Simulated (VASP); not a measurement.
Wanted: the native input for a VASP 6.6.1 run.

```yaml
Task: single point
Functional: PBE0
Potentials_or_basis: VASP PAW PBE potentials, release 64 (B)
Cutoff: 520 eV
k_mesh: 7 × 7 × 7
Occupations: fermi-dirac, width 0.05 eV
Spin: no spin polarisation
Dipole_correction: no
Grid_for_exact_exchange_PRECFOCK: Normal
Further_INCAR_settings: ALGO = Normal; EDIFF = 1e-07; NBANDS = 8
```

B:

```
CELL_PARAMETERS angstrom
1.85976 0.00000 0.00000
0.00000 1.85976 0.00000
0.00000 0.00000 1.85976
ATOMIC_POSITIONS crystal
B 0.50000 0.50000 0.50000
```

The input as run:

POSCAR

```
B
1.0
    1.8597606604      0.0000000000      0.0000000000
    0.0000000000      1.8597606604      0.0000000000
    0.0000000000      0.0000000000      1.8597606604
B
1
Direct
    0.5000000000      0.5000000000      0.5000000000
```

INCAR.step1

```
SYSTEM = B
PREC = Accurate ; ENCUT = 520
EDIFF = 1E-5 ; ISMEAR = -1
SIGMA = 0.05 ; LREAL = .FALSE.
LASPH = .TRUE. ; NELM = 80
ALGO = Normal ; ISIF = 2
LWAVE = .TRUE. ; LCHARG = .FALSE.
GGA = PE ; NBANDS = 8
```

INCAR.step2

```
SYSTEM = B
PREC = Accurate ; ENCUT = 520
EDIFF = 1E-7 ; ISMEAR = -1
SIGMA = 0.05 ; LREAL = .FALSE.
LASPH = .TRUE. ; NELM = 80
ALGO = Normal ; ISIF = 2
LWAVE = .FALSE. ; LCHARG = .FALSE.
GGA = PE ; LHFCALC = .TRUE.
AEXX = 0.25 ; PRECFOCK = Normal
ISTART = 1 ; NBANDS = 8
```

KPOINTS

```
Automatic mesh
0
G
  7 7 7
  0 0 0
```

Potentials or basis: VASP PAW PBE potentials, release 64 (B).

The run is started by

```console
$ cat potpaw_PBE.64/B/POTCAR > POTCAR
$ cp INCAR.step1 INCAR
$ mpirun -np 1 vasp_std > vasp.out
$ cp INCAR.step2 INCAR
$ mpirun -np 1 vasp_std > vasp.out
```

Results of the run:

```
Pressure : 5.1 GPa
```

Caveat: the k points lie up to 0.48 Å⁻¹ apart; the PAW data sets were made with another functional, which shifts forces and pressure a little.

Wall time 120 s on 1 thread of AMD EPYC 7R13, on a shared host, peak memory 0.08 GiB.
